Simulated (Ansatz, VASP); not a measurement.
One calculation of Ca3Sn3N2, two programs

The input INCAR:

```
SYSTEM = Ca3Sn3N2
PREC = Accurate ; ENCUT = 520
EDIFF = 1E-6 ; ISMEAR = 0
SIGMA = 0.2 ; LREAL = .False.
LASPH = .True. ; NELM = 60
ALGO = Normal ; ISIF = 2
LWAVE = .False. ; LCHARG = .False.
GGA = PE ; NBANDS = 51
```

File KPOINTS:

```
Automatic mesh
0
Gamma
  6 6 2
  0 0 0
```

The input POSCAR:

```
Ca3Sn3N2
1.0
    3.6099349355      0.0000000000      0.0000000000
   -1.8049674677      3.1262953601      0.0000000000
    0.0000000000      0.0000000000     16.0189867115
Ca Sn N
3 3 2
Direct
    0.0000000000      0.0000000000      0.0000000000
    0.6666666667      0.3333333333      0.1629712969
    0.3333333333      0.6666666667      0.8370287031
    0.3333333333      0.6666666667      0.3497646268
    0.0000000000      0.0000000000      0.5000000000
    0.6666666667      0.3333333333      0.6502353732
    0.6666666667      0.3333333333      0.9025355910
    0.3333333333      0.6666666667      0.0974644090
```

Input for Ansatz:

```yaml
crystal:
  lattice:
    - [3.6099349355, 0.0, 0.0]
    - [-1.8049674677, 3.1262953601, 0.0]
    - [0.0, 0.0, 16.0189867115]
  atoms:
    - { symbol: Ca, position: [0.0, 0.0, 0.0] }
    - { symbol: Ca, position: [0.6666666667, 0.3333333333, 0.1629712969] }
    - { symbol: Ca, position: [0.3333333333, 0.6666666667, 0.8370287031] }
    - { symbol: Sn, position: [0.3333333333, 0.6666666667, 0.3497646268] }
    - { symbol: Sn, position: [0.0, 0.0, 0.5] }
    - { symbol: Sn, position: [0.6666666667, 0.3333333333, 0.6502353732] }
    - { symbol: "N", position: [0.6666666667, 0.3333333333, 0.902535591] }
    - { symbol: "N", position: [0.3333333333, 0.6666666667, 0.097464409] }
basis:
  ecutwfc: 420
kpoints:
  mp_grid: { grid: [6, 6, 2] }
hamiltonian:
  xc: pbe
scf:
  occupations: { method: gaussian, width: 0.2 }
  lower_state_search: "off"
output:
  forces: true
  stress: true
  eigenvalues: true
```

Alike in both runs: task single point; functional PBE; k mesh 6 × 6 × 2; occupations gaussian, width 0.2 eV; no spin polarisation.

|  | VASP | Ansatz |
| --- | --- | --- |
| version | VASP 6.6.1 | Ansatz 0.2.0 |
| potentials or method | VASP PAW PBE potentials, release 64 (Ca_sv, Sn_d, N), cutoff 520 eV | scalar-relativistic, plane waves, PAW |
| valence electrons in the cell | 82 | 82 |

```csv
,VASP,Ansatz,Ansatz less VASP
gap on the k mesh at the Fermi level (eV),none,none,-
pressure (GPa),0.0,-0.1,-0.15
rms of the force components (eV/Å),0.008,0.022,+0.0135
```

Atom by atom the forces differ by 0.016 eV/Å (rms over components). A gap of «none» marks a metal or a gap that the smearing closes. With one functional, cell and mesh, what is left measures potentials, basis and numerics.
